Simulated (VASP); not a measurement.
A run of VASP 6.6.1 is set up as follows.

The input INCAR:

```
SYSTEM = Ti
ALGO = Normal
EDIFF = 1E-6
ENCUT = 520
GGA = RE
ISIF = 2
ISMEAR = -1
LASPH = .True.
LCHARG = .False.
LREAL = .False.
LWAVE = .False.
NBANDS = 32
NELM = 100
PREC = Accurate
SIGMA = 0.1
```

File KPOINTS:

```
k-points
0
Gamma
  14 14 4
  0 0 0
```

POSCAR

```
Ti
1.0
    2.8738576161      0.0000000000      0.0000000000
   -1.4369288080      2.4888337024      0.0000000000
    0.0000000000      0.0000000000      9.1964130917
Ti
4
Direct
    0.0000000000      1.0000000000      0.0000000000
    0.0000000000      1.0000000000      0.5000000000
    0.3333333333      0.6666666667      0.2500000000
    0.6666666667      0.3333333333      0.7500000000
```

Potentials or basis: VASP PAW PBE potentials, release 64 (Ti_sv).

Launch:

```bash
$ cat potpaw_PBE.64/Ti_sv/POTCAR > POTCAR
$ mpirun -np 1 vasp_std > vasp.out
```

(1) What does it give for the pressure?

(2) Estimate the band gap on the k mesh.

Answers

(1) 9.8 GPa.

(2) zero (band 24 reaches 9.68 eV, above the bottom of band 25 at 8.47 eV).

Caveat: the PAW data sets were made with another functional, which shifts forces and pressure a little.
